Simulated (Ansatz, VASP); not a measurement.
## Two plane-wave programs on Pb

```
Pb
1.0
     3.71521    0.00000    0.00000
    -1.85760    3.21746    0.00000
     0.00000    0.00000   12.00293
Pb
4
Direct
  0.00000 0.00000 0.00000
  0.00000 0.00000 0.50000
  0.33333 0.66667 0.25000
  0.66667 0.33333 0.75000
```

Alike in both runs: task single point; functional RPBE; k mesh 11 × 11 × 3; occupations fermi-dirac, width 0.1 eV; no spin polarisation.

```csv
,VASP,Ansatz
version,VASP 6.6.1,Ansatz 0.2.0
potentials or method,"VASP PAW PBE potentials, release 64 (Pb_d), cutoff 520 eV","plane waves (420 eV) with PAW, scalar-relativistic"
valence electrons in the cell,56,56
```

```tsv
	VASP	Ansatz	Ansatz less VASP
pressure (GPa)	-2.2	-2.2	+0.04
```

VASP's potentials were made for PBE, not for RPBE. The functional is the same, so the differences come from potentials, cutoffs and numerics.

Spin-orbit coupling is off throughout.
